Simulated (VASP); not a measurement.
# Tc in VASP: further runs, part 2 of 2

VASP 6.6.1.

### Step 5. Single point, PBE

This run uses another cell than the first one, of 15.72 Å³/atom, 1.104 times its volume.

INCAR

```
SYSTEM = Tc
PREC = Accurate
ENCUT = 500
EDIFF = 1E-6
ISMEAR = -1
SIGMA = 0.05
LREAL = .False.
LASPH = .True.
NELM = 120
ALGO = Normal
ISIF = 2
LWAVE = .False.
LCHARG = .False.
GGA = PE
NBANDS = 12
GGA_COMPAT = .False.
```

KPOINTS

```
Automatic mesh
0
Gamma
  12 12 12
  0 0 0
```

POSCAR

```
Tc
1.0
    0.0000000000      1.9882450037      1.9882450037
    1.9882450037      0.0000000000      1.9882450037
    1.9882450037      1.9882450037      0.0000000000
Tc
1
Direct
    0.0000000000      0.0000000000      0.0000000000
```

Potentials or basis: VASP PAW PBE potentials, release 64 (Tc_pv).

On the command line:

```bash
> cat potpaw_PBE.64/Tc_pv/POTCAR > POTCAR
> mpirun -np 1 vasp_std > vasp.out
```

OUTCAR:

```text
SYSTEM = Tc
   PREC = Accurate
   ENCUT = 500
   EDIFF = 1E-6
   ISMEAR = -1
   LREAL = .False.
   LASPH = .True.
   NELM = 120
   ISIF = 2
   GGA = PE

 ion  position               nearest neighbor table
   1  0.000  0.000  0.000-

  LATTYP: Found a face centered cubic cell.
 ALAT       =     3.9764900074

  Lattice vectors:

 A1 = (   0.0000000000,   1.9882450037,   1.9882450037)
 A2 = (   1.9882450037,   0.0000000000,   1.9882450037)
 A3 = (   1.9882450037,   1.9882450037,   0.0000000000)

Analysis of symmetry for initial positions (statically):
=====================================================================
 Subroutine PRICEL returns:
 Original cell was already a primitive cell.

 Routine SETGRP: Setting up the symmetry group for a
 face centered cubic supercell.

 Subroutine GETGRP returns: Found 48 space group operations
[... 9 lines left out ...]

 Routine SETGRP: Setting up the symmetry group for a
 face centered cubic supercell.

 Subroutine GETGRP returns: Found 48 space group operations
[... 11 lines left out ...]
                                     Primitive cell

  volume of cell :      15.7195

  direct lattice vectors                    reciprocal lattice vectors
     0.000000000  1.988245004  1.988245004    -0.251478062  0.251478062  0.251478062
     1.988245004  0.000000000  1.988245004     0.251478062 -0.251478062  0.251478062
     1.988245004  1.988245004  0.000000000     0.251478062  0.251478062 -0.251478062

  length of vectors
     2.811803050  2.811803050  2.811803050     0.435572780  0.435572780  0.435572780

  position of ions in fractional coordinates (direct lattice)
     0.000000000  0.000000000  0.000000000

  ion indices of the primitive-cell ions
   primitive index   ion index
                 1           1

----------------------------------------------------------------------------------------

 KPOINTS: Automatic mesh

Automatic generation of k-mesh.
 Grid dimensions read from file:
 generate k-points for:   12   12   12

 Generating k-lattice:

  Cartesian coordinates                     Fractional coordinates (reciprocal lattice)
    -0.020956505  0.020956505  0.020956505     0.083333333  0.000000000  0.000000000
     0.020956505 -0.020956505  0.020956505     0.000000000  0.083333333  0.000000000
     0.020956505  0.020956505 -0.020956505     0.000000000  0.000000000  0.083333333

  Length of vectors
     0.036297732  0.036297732  0.036297732

  Shift w.r.t. Gamma in fractional coordinates (k-lattice)
     0.000000000  0.000000000  0.000000000

 Subroutine IBZKPT returns following result:
 ===========================================

 Found     72 irreducible k-points:

 Following reciprocal coordinates:
            Coordinates               Weight
  0.000000  0.000000  0.000000      1.000000
  0.083333  0.000000  0.000000      8.000000
  0.166667  0.000000  0.000000      8.000000
  0.250000  0.000000  0.000000      8.000000
  0.333333  0.000000  0.000000      8.000000
  0.416667  0.000000  0.000000      8.000000
[... 16 lines left out ...]
  0.500000  0.166667  0.000000     24.000000
 -0.416667  0.166667  0.000000     24.000000
 [... further k-points ...]
   k-points           NKPTS =     72   k-points in BZ     NKDIM =     72   number of bands    NBANDS=     12
   number of dos      NEDOS =    301   number of ions     NIONS =      1
   total plane-waves  NPLWV =  13824
   dimension x,y,z NGX =    24 NGY =   24 NGZ =   24
   dimension x,y,z NGXF=    48 NGYF=   48 NGZF=   48
   ions per type =               1
   NGX,Y,Z   is equivalent  to a cutoff of  14.19, 14.19, 14.19 a.u.
   NGXF,Y,Z  is equivalent  to a cutoff of  28.38, 28.38, 28.38 a.u.
 SYSTEM =  Tc
   PREC   = accura    normal or accurate (medium, high low for compatibility)
   ISTART =      0    job   : 0-new  1-cont  2-samecut
   ICHARG =      2    charge: 1-file 2-atom 10-const
   ISPIN  =      1    spin polarized calculation?
   LNONCOLLINEAR =      F non collinear calculations
   LSORBIT =      F    spin-orbit coupling
   LASPH  =      T    aspherical Exc in radial PAW
   ENCUT  =  500.0 eV  36.75 Ry    6.06 a.u.   5.13  5.13  5.13*2*pi/ulx,y,z
   NELM   =    120;   NELMIN=  2; NELMDL= -5     # of ELM steps
   EDIFF  = 0.1E-05   stopping-criterion for ELM
   LREAL  =      F    real-space projection
   EDIFFG = 0.1E-04   stopping-criterion for IOM
   NSW    =      0    number of steps for IOM
   IBRION =     -1    ionic relax: 0-MD 1-quasi-New 2-CG
   NFREE  =      0    steps in history (QN), initial steepest desc. (CG)
   ISIF   =      2    stress and relaxation
   ISYM   =      2    0-nonsym 1-usesym 2-fastsym
   POTIM  = 0.5000    time-step for ionic-motion
   TEBEG  =    0.0;   TEEND  =   0.0 temperature during run
   PSTRESS=    0.0 pullay stress
   NELECT =      13.0000    total number of electrons
   NUPDOWN=      -1.0000    fix difference up-down
   EMIN   =  10.00;   EMAX   =-10.00  energy-range for DOS
   EFERMI =   0.00;   METHOD = LEGACY
   ISMEAR =    -1;   SIGMA  =   0.05  broadening in eV -4-tet -1-fermi 0-gaus
   EFERMI_NEDOS =   21; number of points for ismear=-14 and -15
   IALGO  =     38    algorithm
   IMIX   =      4    mixing-type and parameters
     AMIX     =   0.40;   BMIX     =  1.00
     AMIX_MAG =   1.60;   BMIX_MAG =  1.00
  volume/ion in A,a.u.               =      15.72       106.08
  Fermi-wavevector in a.u.,A,eV,Ry     =   1.536654  2.903855 32.127506  2.361305
  Thomas-Fermi vector in A             =   2.643272
   LORBIT       =      0    0 simple, 1 ext, 2 COOP (PROOUT), +10 PAW based schemes
   GGA     = PE    functional components
   LHFCALC =     F    Hartree Fock is set to
   AEXX    =    0.0000 exact exchange contribution
   IVDW    =     0    specifies the selected vdW correction
   LEPSILON=     F    determine dielectric tensor
   LRPA    =     F    only Hartree local field effects (RPA)
 non-spin polarized calculation
  energy-cutoff  :      500.00
  volume of cell :       15.72
 maximum number of plane-waves:       415
 NGX is ok and might be reduce to    24
   NGX = 11   NGY = 11   NGZ = 11

 number of electron      12.9999999 magnetization

 Free energy of the ion-electron system (eV)
  ---------------------------------------------------
  ext. energy  EPLUGINS =         0.00000000
  ---------------------------------------------------
  free energy    TOTEN  =       -10.19837800 eV

  energy without entropy =      -10.18799058  energy(sigma->0) =      -10.19318429

 E-fermi :  11.3194     XC(G=0): -13.2536

 val. band max:       11.2833344822   @ k =  -0.4167   0.0833   0.0000
 cond. band min:      11.3194737324   @ k =   0.5000   0.2500   0.0000
 fundamental gap:      0.0361392502
 Fermi energy:        11.3193744731

 k-point     1 :       0.0000    0.0000    0.0000
  band No.  band energies     occupation
      1     -27.1860      2.00000
      2     -27.1860      2.00000
      3     -27.1860      2.00000
      4       4.1981      2.00000
      5       9.7095      2.00000
      6       9.7095      2.00000
      7       9.7095      2.00000
      8      11.9957      0.00000
      9      11.9957      0.00000
     10      25.3005      0.00000
     11      30.4373      0.00000
     12      30.4373      0.00000

 k-point     2 :       0.0833    0.0000    0.0000
  band No.  band energies     occupation
      1     -27.2515      2.00000
      2     -27.1945      2.00000
      3     -27.1945      2.00000
      4       4.4654      2.00000
      5       9.5619      2.00000
      6       9.8214      2.00000
      7       9.8214      2.00000
      8      11.9230      0.00001
      9      11.9230      0.00001
     10      25.7580      0.00000
     11      29.2606      0.00000
     12      30.8816      0.00000

 k-point     3 :       0.1667    0.0000    0.0000
  band No.  band energies     occupation
      1     -27.4288      2.00000
      2     -27.2176      2.00000
      3     -27.2176      2.00000
      4       5.1823      2.00000
      5       9.2709      2.00000
      6      10.0450      2.00000
      7      10.0450      2.00000
      8      11.8511      0.00005
      9      11.8511      0.00005
     10      26.7737      0.00000
     11      27.3641      0.00000
     12      32.1291      0.00000
[... 286 lines left out ...]
 k-point    23 :       0.5000    0.1667    0.0000
  band No.  band energies     occupation
      1     -28.0280      2.00000
      2     -27.4526      2.00000
      3     -27.3657      2.00000
      4       6.9830      2.00000
      5       8.7987      2.00000
      6      10.2136      2.00000
      7      10.3874      2.00000
      8      13.8295      0.00000
      9      15.8993      0.00000
     10      21.0173      0.00000
     11      26.3611      0.00000
     12      29.4716      0.00000

 k-point    24 :      -0.4167    0.1667    0.0000
  band No.  band energies     occupation
      1     -28.0362      2.00000
      2     -27.4837      2.00000
      3     -27.3465      2.00000
      4       7.0546      2.00000
      5       8.8318      2.00000
      6      10.2848      2.00000
      7      10.4339      2.00000
      8      13.3919      0.00000
      9      16.4493      0.00000
     10      20.7582      0.00000
     11      26.2064      0.00000
     12      28.7937      0.00000

 [... further k-points ...]
[... 5 lines left out ...]
  --------------------------------------------------------------------------------------
  -------------------------------------------------------------------------------------
  Total       -2.0215049     -2.0215049     -2.0215049      0.0000000     -0.0000000      0.0000000
  in kB     -206.0372209   -206.0372209   -206.0372209      0.0000000     -0.0000000      0.0000000
  external PRESSURE =    -206.0372209 kB  Pullay stress =       0.0000000 kB

 VOLUME and BASIS-vectors are now :
 -----------------------------------------------------------------------------
  energy-cutoff  :      500.00
  volume of cell :       15.72
      direct lattice vectors                 reciprocal lattice vectors
     0.000000000  1.988245004  1.988245004    -0.251478062  0.251478062  0.251478062
     1.988245004  0.000000000  1.988245004     0.251478062 -0.251478062  0.251478062
     1.988245004  1.988245004  0.000000000     0.251478062  0.251478062 -0.251478062

 POSITION                                       TOTAL-FORCE (eV/Angst)
 -----------------------------------------------------------------------------------
      0.00000      0.00000      0.00000         0.000000      0.000000     -0.000000
 -----------------------------------------------------------------------------------
    total drift:                               -0.000000      0.000000     -0.000000

  FREE ENERGIE OF THE ION-ELECTRON SYSTEM (eV)
  ---------------------------------------------------
  free  energy   TOTEN  =       -10.1983780002 eV

  energy  without entropy=      -10.1879905754  energy(sigma->0) =      -10.19318429
```

stdout:

```text
POSCAR found type information on POSCAR Tc
 POSCAR found :  1 types and       1 ions
 scaLAPACK will be used
 LDA part: xc-table for (Slater+PW92), standard interpolation
 POSCAR, INCAR and KPOINTS ok, starting setup
 FFT: planning ... GRIDC
 FFT: planning ... GRID_SOFT
 FFT: planning ... GRID
 WAVECAR not read
 entering main loop
```

Wall time 4.8 s (1 thread of Intel Xeon 6975P-C (Granite Rapids), shared host); peak memory 0.14 GiB.

Results:

- Free energy: -10.1984 eV
- Pressure: -20.6 GPa

### Step 6. The runs side by side

| cell | cutoff (eV) | smearing | gap on the mesh (eV) | pressure (GPa) |
| --- | --- | --- | --- | --- |
| a = 2.720 Å, angles 60.0°, 1 atom | 520 | fermi-dirac 0.05 eV | none | 5.1 |
| a = 2.787, b = 2.823, c = 2.774 Å, angles 57.9, 58.3, 58.8°, 1 atom | 520 | fermi-dirac 0.05 eV | none | -6.3 |
| a = 2.758 Å, angles 60.0°, 1 atom | 500 | gaussian 0.05 eV | none | -7.0 |
| a = 2.812 Å, angles 60.0°, 1 atom | 500 | fermi-dirac 0.05 eV | none | -20.6 |

Alike in all rows: task single point; level PBE; potentials or basis VASP PAW PBE potentials, release 64 (Tc_pv); no spin polarisation; k mesh 12 × 12 × 12.

Total energies depend on the potentials used, so only differences within one code and one set of settings carry meaning.
